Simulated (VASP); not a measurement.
# AlCo (Pm-3m) in VASP: a series of runs, part 2 of 2

VASP 6.6.1. The steps go on from the part before.

**5. Single point, r2SCAN, collinear spin, ferromagnetic start**

This run uses another cell than the first one, of 11.26 Å³/atom.

POSCAR

```
AlCo
1.0
    2.8240555961      0.0000000000      0.0000000000
    0.0000000000      2.8240555961      0.0000000000
    0.0000000000      0.0000000000      2.8240555961
Al Co
1 1
Direct
    0.0000000000      0.0000000000      0.0000000000
    0.5000000000      0.5000000000      0.5000000000
```

INCAR.step1

```
SYSTEM = AlCo
ALGO = Normal
EDIFF = 1E-4
ENCUT = 520
GGA = PE
ISMEAR = 0
ISPIN = 2
LASPH = .TRUE.
LCHARG = .FALSE.
LMAXMIX = 4
LREAL = .FALSE.
LWAVE = .TRUE.
MAGMOM = 0 0.39
NBANDS = 17
NELM = 150
PREC = Accurate
SIGMA = 0.1
```

INCAR.step2

```
SYSTEM = AlCo
ALGO = Normal
EDIFF = 1E-7
ENCUT = 520
ISIF = 2
ISMEAR = 0
ISPIN = 2
ISTART = 1
LASPH = .TRUE.
LCHARG = .TRUE.
LELF = .TRUE.
LMAXMIX = 4
LMIXTAU = .TRUE.
LORBIT = 11
LREAL = .FALSE.
LVHAR = .TRUE.
LWAVE = .FALSE.
MAGMOM = 0 0.39
METAGGA = R2SCAN
NBANDS = 17
NELM = 150
PREC = Accurate
SIGMA = 0.1
```

KPOINTS

```
k-points
0
G
  14 14 14
  0 0 0
```

The run is started by

```bash
cat potpaw_PBE.64/Al/POTCAR potpaw_PBE.64/Co/POTCAR > POTCAR
cp INCAR.step1 INCAR
mpirun -np 1 vasp_std > vasp.out
cp INCAR.step2 INCAR
mpirun -np 1 vasp_std > vasp.out
```

Run time: 4.1 min. Hardware: 1 thread of Intel Xeon Platinum 8375C at 2.90GHz (Ice Lake), shared host; peak memory 0.21 GiB.

The run converged. Its results:

```yaml
Free_energy: -21.0807 eV
Pressure: -0.5 GPa
Band_gap_on_the_k_mesh: zero (filled and empty bands overlap)
Net_moment: 0.00 μB per cell
Valence_electrons_inside_the_program's_atomic_spheres: Al 0.85; Co 8.54
```

Levels at points of the mesh, in eV from the Fermi level:
Spin up:
```tsv
k point	band 4	band 5	band 6	band 7	band 8	band 9
(0.00, 0.00, 0.00)	-1.14	-1.14	-1.14	6.44	6.44	6.44
(0.50, 0.00, 0.00)	-2.05	-2.05	-1.02	0.24	8.73	11.24
(0.50, 0.50, 0.00)	-3.04	-1.85	-1.85	-0.21	2.60	3.72
(0.50, 0.50, 0.50)	-0.17	-0.17	2.33	2.33	2.33	5.10
```
Spin down:
```
           k point  band 2  band 3  band 4  band 5  band 6  band 7  band 8  band 9  band 10  band 11
(0.00, 0.00, 0.00)   -3.21   -3.21   -1.14   -1.14   -1.14    6.44    6.44    6.44     9.09     9.09
(0.50, 0.00, 0.00)   -7.23   -2.54   -2.06   -2.06   -1.02    0.24    8.73   11.24    11.24    12.60
(0.50, 0.50, 0.00)   -3.33   -3.04   -3.04   -1.85   -1.85   -0.21    2.60    3.72    14.04    16.70
(0.50, 0.50, 0.50)   -4.43   -4.43   -0.17   -0.17    2.33    2.33    2.33    5.10     5.54     5.54
```

Caveat: the PAW data sets were made with another functional, which shifts forces and pressure a little.

**6. Single point, r2SCAN, collinear spin, ferromagnetic start**

This run uses another cell than the first one, of 11.26 Å³/atom.

POSCAR is that of step 5.

INCAR.step1

```
PREC = Accurate
ENCUT = 520
ISMEAR = 0
SIGMA = 0.1
LREAL = F
LASPH = T
NELM = 150
ISPIN = 2
MAGMOM = 0 0.16
LMAXMIX = 4
NBANDS = 17
GGA = PE
ALGO = Normal
EDIFF = 1E-4
LWAVE = T
LCHARG = F
```

INCAR.step2

```
PREC = Accurate
ENCUT = 520
EDIFF = 1E-7
ISMEAR = 0
SIGMA = 0.1
LREAL = F
LASPH = T
NELM = 150
ALGO = Normal
ISIF = 2
LWAVE = F
LCHARG = T
ISPIN = 2
MAGMOM = 0 0.16
LORBIT = 11
LMAXMIX = 4
METAGGA = R2SCAN
LMIXTAU = T
LELF = T
LVHAR = T
NBANDS = 17
ISTART = 1
```

KPOINTS

```
Automatic mesh
0
Gamma
  14 14 14
```

Potentials or basis: VASP PAW PBE potentials, release 64 (Al, Co).

The run is started by

```bash
cat potpaw_PBE.64/Al/POTCAR potpaw_PBE.64/Co/POTCAR > POTCAR
cp INCAR.step1 INCAR
mpirun -np 1 vasp_std > vasp.out
cp INCAR.step2 INCAR
mpirun -np 1 vasp_std > vasp.out
```

Wall time 5.2 min (1 thread of Intel Xeon Platinum 8375C at 2.90GHz (Ice Lake), shared host); peak memory 0.21 GiB.

The run converged. Its results:

* Free energy: -21.0807 eV
* Pressure: -0.5 GPa
* Band gap on the k mesh: zero (filled and empty bands overlap)
* Net moment: 0.00 μB per cell
* Valence electrons inside the program's atomic spheres: Al 0.85; Co 8.54

Levels at points of the mesh, in eV from the Fermi level:
Spin up:
| k point | band 2 | band 3 | band 4 | band 5 | band 6 | band 7 | band 8 | band 9 | band 10 | band 11 |
| --- | --- | --- | --- | --- | --- | --- | --- | --- | --- | --- |
| (0.00, 0.00, 0.00) | -3.21 | -3.21 | -1.14 | -1.14 | -1.14 | 6.44 | 6.44 | 6.44 | 9.09 | 9.09 |
| (0.50, 0.00, 0.00) | -7.23 | -2.54 | -2.06 | -2.06 | -1.02 | 0.24 | 8.73 | 11.24 | 11.24 | 12.60 |
| (0.50, 0.50, 0.00) | -3.33 | -3.04 | -3.04 | -1.85 | -1.85 | -0.21 | 2.60 | 3.72 | 14.04 | 16.70 |
| (0.50, 0.50, 0.50) | -4.43 | -4.43 | -0.17 | -0.17 | 2.33 | 2.33 | 2.33 | 5.10 | 5.54 | 5.54 |
Spin down:
| k point | band 2 | band 3 | band 4 | band 5 | band 6 | band 7 | band 8 | band 9 | band 10 | band 11 |
| --- | --- | --- | --- | --- | --- | --- | --- | --- | --- | --- |
| (0.00, 0.00, 0.00) | -3.21 | -3.21 | -1.14 | -1.14 | -1.14 | 6.44 | 6.44 | 6.44 | 9.09 | 9.09 |
| (0.50, 0.00, 0.00) | -7.23 | -2.54 | -2.06 | -2.06 | -1.02 | 0.24 | 8.73 | 11.24 | 11.24 | 12.60 |
| (0.50, 0.50, 0.00) | -3.33 | -3.04 | -3.04 | -1.85 | -1.85 | -0.21 | 2.60 | 3.72 | 14.04 | 16.70 |
| (0.50, 0.50, 0.50) | -4.43 | -4.43 | -0.17 | -0.17 | 2.33 | 2.33 | 2.33 | 5.10 | 5.54 | 5.54 |

Caveat: the PAW data sets were made with another functional, which shifts forces and pressure a little.

**7. Single point, r2SCAN, collinear spin, ferromagnetic start (11.60 Å³/atom)**

POSCAR

```
AlCo
1.0
    2.8520183611      0.0000000000      0.0000000000
    0.0000000000      2.8520183611      0.0000000000
    0.0000000000      0.0000000000      2.8520183611
Al Co
1 1
Direct
    0.0000000000      0.0000000000      0.0000000000
    0.5000000000      0.5000000000      0.5000000000
```

INCAR.step1

```
PREC     = Accurate       # precision mode
ENCUT    = 520            # plane-wave cutoff, eV
ISMEAR   = 0              # smearing method
SIGMA    = 0.1            # smearing width, eV
LREAL    = False          # projectors in reciprocal space
LASPH    = True           # aspherical terms in the spheres
NELM     = 150            # most SCF steps
ISPIN    = 2              # spin polarisation
MAGMOM   = 0 0.16         # initial moments
LMAXMIX  = 4              # l up to which the mixer works
NBANDS   = 17             # bands
GGA      = PE             # functional
ALGO     = Normal         # electronic algorithm
EDIFF    = 1E-4           # SCF threshold, eV
LWAVE    = True           # write WAVECAR
LCHARG   = False          # write CHGCAR
```

INCAR.step2

```
PREC     = Accurate       # precision mode
ENCUT    = 520            # plane-wave cutoff, eV
EDIFF    = 1E-7           # SCF threshold, eV
ISMEAR   = 0              # smearing method
SIGMA    = 0.1            # smearing width, eV
LREAL    = False          # projectors in reciprocal space
LASPH    = True           # aspherical terms in the spheres
NELM     = 150            # most SCF steps
ALGO     = Normal         # electronic algorithm
ISIF     = 2              # what is computed and relaxed
LWAVE    = False          # write WAVECAR
LCHARG   = True           # write CHGCAR
ISPIN    = 2              # spin polarisation
MAGMOM   = 0 0.16         # initial moments
LORBIT   = 11             # projections on sites
LMAXMIX  = 4              # l up to which the mixer works
METAGGA  = R2SCAN         # meta-GGA
LMIXTAU  = True         
LELF     = True           # ELF
LVHAR    = True         
NBANDS   = 17             # bands
ISTART   = 1
```

KPOINTS is that of step 6.

The run is started by

```bash
cat potpaw_PBE.64/Al/POTCAR potpaw_PBE.64/Co/POTCAR > POTCAR
cp INCAR.step1 INCAR
mpirun -np 1 vasp_std > vasp.out
cp INCAR.step2 INCAR
mpirun -np 1 vasp_std > vasp.out
```

Run time: 3.7 min. Hardware: 1 thread of Intel Xeon Platinum 8375C at 2.90GHz (Ice Lake), shared host; peak memory 0.21 GiB.

It converged, with:

| Item | Value |
| --- | --- |
| Free energy | -21.0669 eV |
| Pressure | -6.0 GPa |
| Band gap on the k mesh | zero (filled and empty bands overlap) |
| Net moment | 0.00 μB per cell |
| Valence electrons inside the program's atomic spheres | Al 0.83; Co 8.49 |

Levels at points of the mesh, in eV from the Fermi level:
Spin up:
| k point | band 2 | band 3 | band 4 | band 5 | band 6 | band 7 | band 8 | band 9 | band 10 | band 11 |
| --- | --- | --- | --- | --- | --- | --- | --- | --- | --- | --- |
| (0.00, 0.00, 0.00) | -3.07 | -3.07 | -1.10 | -1.10 | -1.10 | 6.28 | 6.28 | 6.28 | 8.96 | 8.96 |
| (0.50, 0.00, 0.00) | -7.08 | -2.43 | -1.98 | -1.98 | -0.98 | 0.22 | 8.69 | 11.06 | 11.06 | 12.26 |
| (0.50, 0.50, 0.00) | -3.20 | -2.97 | -2.97 | -1.78 | -1.78 | -0.20 | 2.51 | 3.54 | 13.68 | 16.43 |
| (0.50, 0.50, 0.50) | -4.28 | -4.28 | -0.16 | -0.16 | 2.33 | 2.33 | 2.33 | 4.81 | 5.38 | 5.38 |
Spin down:
```csv
k point,band 4,band 5,band 6,band 7,band 8,band 9
"(0.00, 0.00, 0.00)",-1.10,-1.10,-1.10,6.28,6.28,6.28
"(0.50, 0.00, 0.00)",-1.98,-1.98,-0.98,0.22,8.69,11.06
"(0.50, 0.50, 0.00)",-2.97,-1.78,-1.78,-0.20,2.51,3.54
"(0.50, 0.50, 0.50)",-0.16,-0.16,2.33,2.33,2.33,4.81
```

Caveat: the cell stands under tension; the PAW data sets were made with another functional, which shifts forces and pressure a little.

**8. Summary**

```tsv
level	potentials or basis	cell	gap on the mesh (eV)	pressure (GPa)	moment (μB)
LDA	VASP PAW LDA potentials, release 64 (Al, Co)	a = 2.852 Å, 2 atoms	none	-10.9	0.00
r2SCAN	VASP PAW PBE potentials, release 64 (Al, Co)	a = 2.766 Å, 2 atoms	none	13.4	0.00
r2SCAN	VASP PAW PBE potentials, release 64 (Al, Co)	a = 2.796 Å, 2 atoms	none	5.9	0.00
r2SCAN	VASP PAW PBE potentials, release 64 (Al, Co)	a = 2.824 Å, 2 atoms	none	-0.5	0.00
r2SCAN	VASP PAW PBE potentials, release 64 (Al, Co)	a = 2.852 Å, 2 atoms	none	-6.0	0.00
```

Alike in all rows: task single point; spin collinear, ferromagnetic start; k mesh 14 × 14 × 14; cutoff (eV) 520; smearing gaussian 0.1 eV.

Caveats: the PAW data sets were made with another functional, which shifts forces and pressure a little (at least some runs); the cell stands under tension (at least some runs); the cell stands under pressure (at least some runs).

Absolute energies hang on the potentials; compare differences alone.
